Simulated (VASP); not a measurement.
# W (P4/nmm) in VASP: single point with r2SCAN

Aim: the single point of W with r2SCAN.

All numbers are computed with VASP 6.6.1; they aren't measurements. Logs are shortened: lines on timing, memory, paths and dates and some standing lists are left out, and cuts for length are marked.

## Step 1: The cell of the first run

The structure is tetragonal, space group P4/nmm (No. 129). Conventional cell: a = 2.871 Å, b = 2.871 Å, c = 4.060 Å, α = 90.00°, β = 90.00°, γ = 90.00°. W (site symmetry 4mm) has 12 W at 2.84 to 2.91 Å within 3.7 Å.

## Step 2: Single point, r2SCAN (atoms displaced along a vibrational mode)

The input, POSCAR:

```
W
1.0
    0.0000000000     -2.0300000000     -2.0300000000
    0.0000000000      2.0300000000     -2.0300000000
    4.0600000000      0.0000000000      0.0000000000
W
2
Direct
    0.5000000000      0.5000000000      0.5061576355
    0.0000000000      0.0000000000     -0.0061576355
```

The input, INCAR.step1:

```
SYSTEM = W
  PREC = Accurate
  ENCUT = 550
  ISMEAR = 0
  SIGMA = 0.15
  LREAL = .FALSE.
  LASPH = .TRUE.
  NELM = 120
  NBANDS = 21
  GGA = PE
  ALGO = Normal
  EDIFF = 1E-5
  LWAVE = .TRUE.
  LCHARG = .FALSE.
  GGA_COMPAT = .FALSE.
```

The input, INCAR.step2:

```
SYSTEM = W
  PREC = Accurate
  ENCUT = 550
  EDIFF = 1E-6
  ISMEAR = 0
  SIGMA = 0.15
  LREAL = .FALSE.
  LASPH = .TRUE.
  NELM = 120
  ALGO = Normal
  ISIF = 2
  LWAVE = .FALSE.
  LCHARG = .FALSE.
  METAGGA = R2SCAN
  LMIXTAU = .TRUE.
  NBANDS = 21
  ISTART = 1
  GGA_COMPAT = .FALSE.
```

The input, KPOINTS:

```
Automatic mesh
0
G
  16 16 12
  0 0 0
```

Potentials or basis: VASP PAW PBE potentials, release 64 (W_sv).

On the command line:

```console
cat potpaw_PBE.64/W_sv/POTCAR > POTCAR
cp INCAR.step1 INCAR
mpirun -np 1 vasp_std > vasp.out
cp INCAR.step2 INCAR
mpirun -np 1 vasp_std > vasp.out
```

OUTCAR:

```text
SYSTEM = W
   PREC = Accurate
   ENCUT = 550
   EDIFF = 1E-6
   ISMEAR = 0
   LREAL = .FALSE.
   LASPH = .TRUE.
   NELM = 120
   ISIF = 2
   METAGGA = R2SCAN
   ISTART = 1

 ion  position               nearest neighbor table
   1  0.500  0.500  0.506-   2 2.84   2 2.84   2 2.84   2 2.84   2 2.91   2 2.91   2 2.91   2 2.91

   2  0.000  0.000  0.994-   1 2.84   1 2.84   1 2.84   1 2.84   1 2.91   1 2.91   1 2.91   1 2.91

  LATTYP: Found a simple tetragonal cell.
 ALAT       =     2.8708535316
 C/A-ratio  =     1.4142135624

  Lattice vectors:

 A1 = (   0.0000000000,  -2.0300000000,  -2.0300000000)
 A2 = (   0.0000000000,   2.0300000000,  -2.0300000000)
 A3 = (   4.0600000000,   0.0000000000,   0.0000000000)

Analysis of symmetry for initial positions (statically):
=====================================================================
 Subroutine PRICEL returns:
 Original cell was already a primitive cell.

 Routine SETGRP: Setting up the symmetry group for a
 simple tetragonal supercell.

 Subroutine GETGRP returns: Found 16 space group operations
 (whereof  8 operations were pure point group operations)
 out of a pool of 16 trial point group operations.

The static configuration has the point symmetry C_4v.
 The point group associated with its full space group is D_4h.

Analysis of symmetry for dynamics (positions and initial velocities):
=====================================================================
 Subroutine PRICEL returns:
 Original cell was already a primitive cell.

 Routine SETGRP: Setting up the symmetry group for a
 simple tetragonal supercell.

 Subroutine GETGRP returns: Found 16 space group operations
 (whereof  8 operations were pure point group operations)
 out of a pool of 16 trial point group operations.

The dynamic configuration has the point symmetry C_4v.
 The point group associated with its full space group is D_4h.

 Subroutine INISYM returns: Found 16 space group operations
 (whereof  8 operations are pure point group operations),
 and found     1 'primitive' translations

----------------------------------------------------------------------------------------

                                     Primitive cell

  volume of cell :      33.4617

  direct lattice vectors                    reciprocal lattice vectors
     0.000000000 -2.030000000 -2.030000000     0.000000000 -0.246305419 -0.246305419
     0.000000000  2.030000000 -2.030000000     0.000000000  0.246305419 -0.246305419
     4.060000000  0.000000000  0.000000000     0.246305419  0.000000000  0.000000000

  length of vectors
     2.870853532  2.870853532  4.060000000     0.348328464  0.348328464  0.246305419

  position of ions in fractional coordinates (direct lattice)
     0.500000000  0.500000000  0.506157636
     0.000000000  0.000000000  0.993842364

  ion indices of the primitive-cell ions
   primitive index   ion index
                 1           1
                 2           2

----------------------------------------------------------------------------------------

 KPOINTS: Automatic mesh

Automatic generation of k-mesh.
 Grid dimensions read from file:
 generate k-points for:   16   16   12

 Generating k-lattice:

  Cartesian coordinates                     Fractional coordinates (reciprocal lattice)
     0.000000000 -0.015394089 -0.015394089     0.062500000  0.000000000  0.000000000
     0.000000000  0.015394089 -0.015394089     0.000000000  0.062500000  0.000000000
     0.020525452  0.000000000  0.000000000     0.000000000  0.000000000  0.083333333

  Length of vectors
     0.021770529  0.021770529  0.020525452

  Shift w.r.t. Gamma in fractional coordinates (k-lattice)
     0.000000000  0.000000000  0.000000000

 Subroutine IBZKPT returns following result:
 ===========================================

 Found    315 irreducible k-points:

 Following reciprocal coordinates:
            Coordinates               Weight
  0.000000  0.000000  0.000000      1.000000
  0.062500  0.000000  0.000000      4.000000
  0.125000  0.000000  0.000000      4.000000
  0.187500  0.000000  0.000000      4.000000
  0.250000  0.000000  0.000000      4.000000
  0.312500  0.000000  0.000000      4.000000
[... 16 lines left out ...]
  0.437500  0.125000  0.000000      8.000000
  0.500000  0.125000  0.000000      4.000000
 [... further k-points ...]
   k-points           NKPTS =    315   k-points in BZ     NKDIM =    315   number of bands    NBANDS=     21
   number of dos      NEDOS =    301   number of ions     NIONS =      2
   total plane-waves  NPLWV =  18432
   dimension x,y,z NGX =    24 NGY =   24 NGZ =   32
   dimension x,y,z NGXF=    48 NGYF=   48 NGZF=   64
   ions per type =               2
   NGX,Y,Z   is equivalent  to a cutoff of  13.90, 13.90, 13.10 a.u.
   NGXF,Y,Z  is equivalent  to a cutoff of  27.80, 27.80, 26.21 a.u.
 SYSTEM =  W
   PREC   = accura    normal or accurate (medium, high low for compatibility)
   ISTART =      1    job   : 0-new  1-cont  2-samecut
   ICHARG =      0    charge: 1-file 2-atom 10-const
   ISPIN  =      1    spin polarized calculation?
   LNONCOLLINEAR =      F non collinear calculations
   LSORBIT =      F    spin-orbit coupling
   LASPH  =      T    aspherical Exc in radial PAW
   ENCUT  =  550.0 eV  40.42 Ry    6.36 a.u.   5.49  5.49  7.76*2*pi/ulx,y,z
   NELM   =    120;   NELMIN=  2; NELMDL=  0     # of ELM steps
   EDIFF  = 0.1E-05   stopping-criterion for ELM
   LREAL  =      F    real-space projection
   EDIFFG = 0.1E-04   stopping-criterion for IOM
   NSW    =      0    number of steps for IOM
   IBRION =     -1    ionic relax: 0-MD 1-quasi-New 2-CG
   NFREE  =      0    steps in history (QN), initial steepest desc. (CG)
   ISIF   =      2    stress and relaxation
   ISYM   =      2    0-nonsym 1-usesym 2-fastsym
   POTIM  = 0.5000    time-step for ionic-motion
   TEBEG  =    0.0;   TEEND  =   0.0 temperature during run
   PSTRESS=    0.0 pullay stress
   NELECT =      28.0000    total number of electrons
   NUPDOWN=      -1.0000    fix difference up-down
   EMIN   =  10.00;   EMAX   =-10.00  energy-range for DOS
   EFERMI =   0.00;   METHOD = LEGACY
   ISMEAR =     0;   SIGMA  =   0.15  broadening in eV -4-tet -1-fermi 0-gaus
   EFERMI_NEDOS =   21; number of points for ismear=-14 and -15
   IALGO  =     38    algorithm
   IMIX   =      4    mixing-type and parameters
     AMIX     =   0.40;   BMIX     =  1.00
     AMIX_MAG =   1.60;   BMIX_MAG =  1.00
  volume/ion in A,a.u.               =      16.73       112.91
  Fermi-wavevector in a.u.,A,eV,Ry     =   1.542688  2.915258 32.380324  2.379887
  Thomas-Fermi vector in A             =   2.648457
   LORBIT       =      0    0 simple, 1 ext, 2 COOP (PROOUT), +10 PAW based schemes
   METAGGA = R2SCAN    functional components
   LHFCALC =     F    Hartree Fock is set to
   AEXX    =    0.0000 exact exchange contribution
   IVDW    =     0    specifies the selected vdW correction
   LEPSILON=     F    determine dielectric tensor
   LRPA    =     F    only Hartree local field effects (RPA)
 non-spin polarized calculation
 Gauss-broadening in eV      SIGMA  =   0.15
  energy-cutoff  :      550.00
  volume of cell :       33.46
 maximum number of plane-waves:      1008
 NGX is ok and might be reduce to    24
   NGX = 11   NGY = 11   NGZ = 15

 number of electron      27.9999997 magnetization

 Free energy of the ion-electron system (eV)
  ---------------------------------------------------
  ext. energy  EPLUGINS =         0.00000000
  ---------------------------------------------------
  free energy    TOTEN  =      -101.56420715 eV

  energy without entropy =     -101.53554939  energy(sigma->0) =     -101.54987827

 E-fermi :  10.0957     XC(G=0): -14.6059

 val. band max:       10.0955373451   @ k =   0.2500   0.0625   0.3333
 cond. band min:      10.0993355409   @ k =   0.2500   0.0000   0.4167
 fundamental gap:      0.0037981958
 Fermi energy:        10.0956663309

 k-point     1 :       0.0000    0.0000    0.0000
  band No.  band energies     occupation
      1     -65.5750      2.00000
      2     -65.4267      2.00000
      3     -29.6106      2.00000
      4     -28.9513      2.00000
      5     -28.9513      2.00000
      6     -28.5345      2.00000
[... 13 lines left out ...]
     20      15.8659      0.00000
     21      22.2173      0.00000

 k-point     2 :       0.0625    0.0000    0.0000
  band No.  band energies     occupation
      1     -65.5722      2.00000
      2     -65.4267      2.00000
      3     -29.5985      2.00000
      4     -28.9718      2.00000
      5     -28.9454      2.00000
      6     -28.5634      2.00000
[... 13 lines left out ...]
     20      16.4350      0.00000
     21      21.4516      0.00000

 k-point     3 :       0.1250    0.0000    0.0000
  band No.  band energies     occupation
      1     -65.5640      2.00000
      2     -65.4269      2.00000
      3     -29.5632      2.00000
      4     -29.0294      2.00000
      5     -28.9281      2.00000
      6     -28.6458      2.00000
[... 13 lines left out ...]
     20      17.6247      0.00000
     21      20.2144      0.00000

 k-point     4 :       0.1875    0.0000    0.0000
  band No.  band energies     occupation
      1     -65.5512      2.00000
      2     -65.4278      2.00000
      3     -29.5064      2.00000
      4     -29.1129      2.00000
      5     -28.9006      2.00000
      6     -28.7688      2.00000
[... 13 lines left out ...]
     20      19.0088      0.00000
     21      19.0248      0.00000

 k-point     5 :       0.2500    0.0000    0.0000
  band No.  band energies     occupation
      1     -65.5350      2.00000
      2     -65.4299      2.00000
      3     -29.4318      2.00000
      4     -29.2069      2.00000
      5     -28.9138      2.00000
      6     -28.8650      2.00000
[... 13 lines left out ...]
     20      18.0278      0.00000
     21      20.5179      0.00000

 k-point     6 :       0.3125    0.0000    0.0000
  band No.  band energies     occupation
      1     -65.5167      2.00000
      2     -65.4341      2.00000
      3     -29.3453      2.00000
      4     -29.2940      2.00000
      5     -29.0587      2.00000
      6     -28.8235      2.00000
[... 13 lines left out ...]
     20      17.4220      0.00000
     21      22.0505      0.00000

 k-point     7 :       0.3750    0.0000    0.0000
  band No.  band energies     occupation
      1     -65.4979      2.00000
      2     -65.4410      2.00000
      3     -29.3582      2.00000
      4     -29.2733      2.00000
      5     -29.1629      2.00000
      6     -28.8154      2.00000
[... 13 lines left out ...]
     20      17.2307      0.00000
     21      23.0172      0.00000
[... 291 lines left out ...]
      1     -65.5257      2.00000
      2     -65.4285      2.00000
      3     -29.3948      2.00000
      4     -29.2134      2.00000
      5     -28.9498      2.00000
      6     -28.9189      2.00000
[... 13 lines left out ...]
     20      19.0723      0.00000
     21      20.5300      0.00000

 k-point    21 :       0.3125    0.1250    0.0000
  band No.  band energies     occupation
      1     -65.5083      2.00000
      2     -65.4319      2.00000
      3     -29.3148      2.00000
      4     -29.3008      2.00000
      5     -29.0875      2.00000
      6     -28.8812      2.00000
[... 13 lines left out ...]
     20      18.2572      0.00000
     21      21.8806      0.00000

 k-point    22 :       0.3750    0.1250    0.0000
  band No.  band energies     occupation
      1     -65.4904      2.00000
      2     -65.4378      2.00000
      3     -29.3668      2.00000
      4     -29.2676      2.00000
      5     -29.1679      2.00000
      6     -28.8484      2.00000
[... 13 lines left out ...]
     20      17.7511      0.00000
     21      22.6539      0.00000

 k-point    23 :       0.4375    0.1250    0.0000
  band No.  band energies     occupation
      1     -65.4735      2.00000
      2     -65.4467      2.00000
      3     -29.3983      2.00000
      4     -29.3351      2.00000
      5     -29.0984      2.00000
      6     -28.9108      2.00000
[... 13 lines left out ...]
     20      17.3908      0.00000
     21      22.5061      0.00000

 k-point    24 :       0.5000    0.1250    0.0000
  band No.  band energies     occupation
      1     -65.4587      2.00000
      2     -65.4587      2.00000
      3     -29.3877      2.00000
      4     -29.3877      2.00000
      5     -29.0034      2.00000
      6     -29.0034      2.00000
[... 13 lines left out ...]
     20      16.7875      0.00000
     21      23.0402      0.00000

 [... further k-points ...]

------------------------ aborting loop because EDIFF is reached ----------------------------------------

  FORCE on cell =-STRESS in cart. coord.  units (eV):
  Direction    XX          YY          ZZ          XY          YZ          ZX
  --------------------------------------------------------------------------------------
  -------------------------------------------------------------------------------------
  Total       -1.7977311     -1.5074412     -1.5074412      0.0000000      0.0000000      0.0000000
  in kB      -86.0770155    -72.1776699    -72.1776699      0.0000000      0.0000000      0.0000000
  external PRESSURE =     -76.8107851 kB  Pullay stress =       0.0000000 kB

 VOLUME and BASIS-vectors are now :
 -----------------------------------------------------------------------------
  energy-cutoff  :      550.00
  volume of cell :       33.46
      direct lattice vectors                 reciprocal lattice vectors
     0.000000000 -2.030000000 -2.030000000     0.000000000 -0.246305419 -0.246305419
     0.000000000  2.030000000 -2.030000000     0.000000000  0.246305419 -0.246305419
     4.060000000  0.000000000  0.000000000     0.246305419  0.000000000  0.000000000

 POSITION                                       TOTAL-FORCE (eV/Angst)
 -----------------------------------------------------------------------------------
      2.05500      0.00000     -2.03000        -0.710386      0.000000     -0.000000
      4.03500      0.00000      0.00000         0.710386     -0.000000      0.000000
 -----------------------------------------------------------------------------------
    total drift:                               -0.000000     -0.000000      0.000000

  FREE ENERGIE OF THE ION-ELECTRON SYSTEM (eV)
  ---------------------------------------------------
  free  energy   TOTEN  =      -101.5642071535 eV

  energy  without entropy=     -101.5355493947  energy(sigma->0) =     -101.54987827
```

It took 8.7 min on 1 thread of Intel Xeon 8259CL, shared host; peak memory 0.31 GiB.

Results:

- Free energy: -101.5642 eV
- Pressure: -7.7 GPa
- Largest force: 0.710 eV/Å
- Band gap on the k mesh: zero (bands 14 and 15 overlap by 3.36 eV)

Forces on the atoms (eV/Å):
```
W   -0.710  0.000  0.000
W    0.710  0.000  0.000
```

Stress tensor (GPa, compression positive):
```
-8.61  0.00  0.00
 0.00 -7.22  0.00
 0.00  0.00 -7.22
```

Levels at points of the mesh, in eV from the Fermi level:
```csv
k point,band 11,band 12,band 13,band 14,band 15,band 16,band 17,band 18
"(0.00, 0.00, 0.00)",-4.69,-0.58,-0.58,-0.57,2.51,2.70,3.11,5.16
"(0.50, 0.00, 0.00)",-2.29,-2.29,-1.79,-1.79,0.95,0.95,2.32,2.32
"(0.50, 0.50, 0.00)",-4.68,-4.68,2.89,2.89,5.16,5.16,5.76,5.76
"(0.00, 0.00, 0.50)",-3.21,-2.82,-0.36,0.29,1.42,1.42,1.73,1.73
"(0.50, 0.00, 0.50)",-0.74,-0.74,-0.72,-0.72,0.38,0.38,5.11,5.11
"(0.50, 0.50, 0.50)",-2.30,-2.30,-2.04,-2.04,1.43,1.43,5.78,5.78
```

Caveat: the cell differs from its parent crystal (atoms displaced along a vibrational mode); the cell stands under tension; the PAW data sets were made with another functional, which shifts forces and pressure a little; spin-orbit coupling is left out, which moves the levels of the heavy elements.
